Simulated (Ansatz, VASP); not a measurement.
Two plane-wave programs on K2S

```xyz
3
Lattice="3.7031 3.7031 0.0000 -3.7031 3.7031 0.0000 0.0000 3.7031 3.7031" Properties=species:S:1:pos:R:3 pbc="T T T"
K    -1.8516    5.5547    1.8516
K     1.8516    5.5547    1.8516
S     0.0000    0.0000    0.0000
```

Change from the starting cell: unstrained.

Alike in both runs: task single point; functional r2SCAN; k mesh 6 × 6 × 6; no spin polarisation.

|  | VASP | Ansatz |
| --- | --- | --- |
| version | VASP 6.6.1 | Ansatz 0.2.0 |
| potentials or method | VASP PAW PBE potentials, release 64 (K_sv, S) | PAW with Ansatz's default frozen-core files, scalar-relativistic |
| plane-wave cutoff (eV) | 550 | 500 |
| occupations | gaussian, width 0.01 eV | fixed |
| valence electrons in the cell | 24 | 24 |

```csv
,VASP,Ansatz,Ansatz less VASP
gap on the k mesh at the Fermi level (eV),2.76,2.75,-0.006
pressure (GPa),0.0,0.0,-0.01
```

VASP's potentials were made for PBE, not for r2SCAN.
